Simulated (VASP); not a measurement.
Runs of VASP 6.6.1 on MoS2. The structure is that of space group P6_3/mmc (No. 194), or close to it. The cells are those of the table. 

| task | cell | k mesh | cutoff (eV) | smearing | gap on the mesh (eV) | pressure (GPa) | largest force (eV/Å) |
| --- | --- | --- | --- | --- | --- | --- | --- |
| single point | a = 3.050, b = 3.050, c = 11.134 Å, angles 90.0, 90.0, 120.0°, 6 atoms | 9 × 9 × 2 | 520 | gaussian 0.1 eV | 0.31 | 13.6 | 0.01 |
| relaxation of cell and atoms | relaxed to 13.7 GPa from a = 3.050, b = 3.050, c = 11.134 Å, angles 90.0, 90.0, 120.0°, 6 atoms | 9 × 9 × 2 | 600 | gaussian 0.1 eV | 0.31 | 13.6 | 0.01 |
| relaxation of cell and atoms | relaxed to 13.7 GPa from a = 3.169, b = 3.169, c = 12.324 Å, angles 90.0, 90.0, 120.0°, 6 atoms | 9 × 9 × 2 | 600 | gaussian 0.1 eV | 0.31 | 13.7 | - |
| relaxation of cell and atoms | relaxed from a = 3.149, b = 3.149, c = 12.090 Å, angles 90.0, 90.0, 120.0°, 6 atoms | 12 × 12 × 4 | 600 | gaussian 0.01 eV | 0.80 | 0.0 | - |
| single point | a = 3.075, b = 3.075, c = 11.292 Å, angles 90.0, 90.0, 120.0°, 6 atoms | 15 × 15 × 4 | 520 | gaussian 0.02 eV | (a) | 9.4 | 0.02 |

Alike in all rows: level PBE+D3(BJ); potentials or basis VASP PAW PBE potentials, release 64 (Mo_sv, S); no spin polarisation.

Question: Estimate the missing entries.

Answer: (a) 0.36.

Caveats: the cell is relaxed towards a set pressure, so the enthalpy falls and the energy may rise (some runs); the relaxation stopped at a loose force limit of 0.05 eV/Å, so its end isn't a converged minimum (some runs); the relaxation stopped at its first step, so nothing moved (some runs).

A k mesh can miss the band edges, and the runs leave out spin-orbit coupling on Mo.
